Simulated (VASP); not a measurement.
Runs of VASP 6.6.1 on NiO. The structure is that of space group Fm-3m (No. 225), or close to it. The cells are those of the table. 

| spin | cell | gap on the mesh (eV) | pressure (GPa) | moment (μB) |
| --- | --- | --- | --- | --- |
| collinear, ferromagnetic start | a = 2.982 Å, angles 60.0°, 2 atoms | none | -0.5 | (a) |
| collinear, ferromagnetic start | a = 2.986 Å, angles 60.0°, 2 atoms | none | -1.4 | (b) |
| off | a = 2.982 Å, angles 60.0°, 2 atoms | none | -7.5 | - |
| collinear, ferromagnetic start | a = 2.950 Å, angles 60.0°, 2 atoms | none | 5.2 | 1.69 |

Alike in all rows: task single point; level PBE; potentials or basis VASP PAW PBE potentials, release 64 (Ni, O); k mesh 14 × 14 × 14; cutoff (eV) 520; smearing gaussian 0.05 eV.

Estimate the missing entries.

(a) 1.77; (b) 1.78.

Caveats: semilocal functionals often make such compounds metallic where correlation or magnetic order opens a gap, which also shifts bond lengths; a cell with one magnetic atom can't hold antiferromagnetic order, which such compounds often take (some runs).

A gap of «none» marks levels without a gap at the run's occupations.
